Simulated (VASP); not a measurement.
Set up this calculation in VASP 6.6.1, as the native input.

| Property | Result |
| --- | --- |
| Task | electric field gradients |
| Functional | LDA |
| Potentials or basis | VASP PAW LDA potentials, release 64 (Re_sv_GW) |
| Cutoff | 410 eV |
| k mesh | 14 × 14 × 14 |
| Occupations | fermi-dirac, width 0.03 eV |
| Spin | no spin polarisation |
| Dipole correction | no |
| Further INCAR settings | ALGO = Normal; EDIFF = 1e-08; NBANDS = 14 |

The structure of Re lies in POSCAR:

```
Re
1.0
    0.0000000000      1.9350255327      1.9350255327
    1.9350255327      0.0000000000      1.9350255327
    1.9350255327      1.9350255327      0.0000000000
Re
1
Direct
    0.0000000000      0.0000000000      0.0000000000
```

This isn't the form of Re at room conditions, which is hcp.

These files were run (other wordings do the same):

INCAR

```
SYSTEM = Re
PREC = Accurate ; ENCUT = 410
EDIFF = 1E-8 ; ISMEAR = -1
SIGMA = 0.03 ; LREAL = .False.
LASPH = .True. ; NELM = 120
ALGO = Normal ; ISIF = 2
LWAVE = .False. ; LCHARG = .False.
GGA = CA ; LEFG = .True.
NBANDS = 14 ; GGA_COMPAT = .False.
```

KPOINTS

```
Automatic mesh
0
Gamma
  14 14 14
  0 0 0
```

Potentials or basis: VASP PAW LDA potentials, release 64 (Re_sv_GW).

Command:

```console
$ cat potpaw_LDA.64/Re_sv_GW/POTCAR > POTCAR
$ mpirun -np 1 vasp_std > vasp.out
```

Results of the run:

```
Pressure                                : -3.0 GPa
Band gap on the k mesh                  : zero (an odd number of electrons rules out a gap without spin polarisation)
Largest electric field gradient by atom : under 0.05 V/Å² on every atom
```

Caveat: the cell stands under tension; spin-orbit coupling is left out, which moves the levels of the heavy elements.

Wall time 30 s on 1 thread of AMD EPYC 7R43 64-Core Processor (Zen 3), with other jobs on the host, peak memory 0.1 GiB.
